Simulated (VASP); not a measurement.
A run of VASP 6.6.1:

File INCAR:

```
PREC = Accurate
ENCUT = 520
EDIFF = 1E-6
ISMEAR = -1
SIGMA = 0.05
LREAL = False
LASPH = True
NELM = 150
ALGO = Normal
ISIF = 2
LWAVE = False
LCHARG = False
ISPIN = 2
MAGMOM = 7 0
LORBIT = 11
LMAXMIX = 6
LDAU = True
LDAUTYPE = 2
LDAUL = 3 -1
LDAUU = 1 0
LDAUJ = 0 0
LDAUPRINT = 1
GGA = CA
NBANDS = 23
```

The input KPOINTS:

```
Automatic mesh
0
Gamma
  10 10 9
```

The input POSCAR:

```
GdO
1.0
    3.1132995800      0.0000000000      0.0000000000
   -1.5566497900      2.6961965200      0.0000000000
    0.0000000000      0.0000000000      3.0384261400
Gd O
1 1
Direct
    0.0000000000      0.0000000000      0.0000000000
    0.6666666667      0.3333333333      0.5000000000
```

Potentials or basis: VASP PAW PBE potentials, release 64 (Gd, O).

Run with:

```console
$ cat potpaw_PBE.64/Gd/POTCAR potpaw_PBE.64/O/POTCAR > POTCAR
$ mpirun -np 1 vasp_std > vasp.out
```

Hardware: 1 thread of AMD EPYC 9R45 (Zen 5) (shared host).

How long does it take, and how much memory?

Wall time 94 s on 1 thread of AMD EPYC 9R45 (Zen 5) (shared host), peak memory 0.16 GiB. Counts: scf iterations 19, k points 70.
